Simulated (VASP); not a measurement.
LaHg2, 3 atoms in the cell. Symmetry: P-3m1, No. 164, trigonal system. Conventional cell: a = 4.960 Å, b = 4.960 Å, c = 3.650 Å, α = 90.00°, β = 90.00°, γ = 120.00°. Within 4.3 Å of La (site symmetry -3m) lie 12 Hg at 3.30 to 3.50 Å and 2 La at 3.65 Å. Within 3.8 Å of Hg (site symmetry 3m) lie 5 Hg at 2.89 to 3.65 Å and 6 La at 3.30 to 3.50 Å. 

| Property | Result |
| --- | --- |
| Program | VASP 6.6.1 |
| Task | single point |
| Functional | LDA |
| Potentials or basis | VASP PAW LDA potentials, release 64 (La, Hg_sv_GW) |
| Cutoff | 500 eV |
| k mesh | 4 × 4 × 5 |
| Occupations | fermi-dirac, width 0.15 eV |
| Spin | no spin polarisation |
| Dipole correction | no |
| Second run | valence_matched |
| Further INCAR settings | ALGO = Normal; EDIFF = 1e-06; NBANDS = 32 |

Potentials or basis: VASP PAW LDA potentials, release 64 (La, Hg_sv_GW).

The run is started by

```bash
$ cat potpaw_LDA.64/La/POTCAR potpaw_LDA.64/Hg_sv_GW/POTCAR > POTCAR
$ mpirun -np 1 vasp_std > vasp.out
```

Hardware: 1 thread of Intel(R) Xeon(R) Platinum 8488C (Sapphire Rapids), on a shared host.

Question: How long does it take, and how much memory?

Answer: It took 38 s on 1 thread of Intel(R) Xeon(R) Platinum 8488C (Sapphire Rapids), on a shared host, peak memory 0.18 GiB. Counts: scf iterations 14, k points 14.
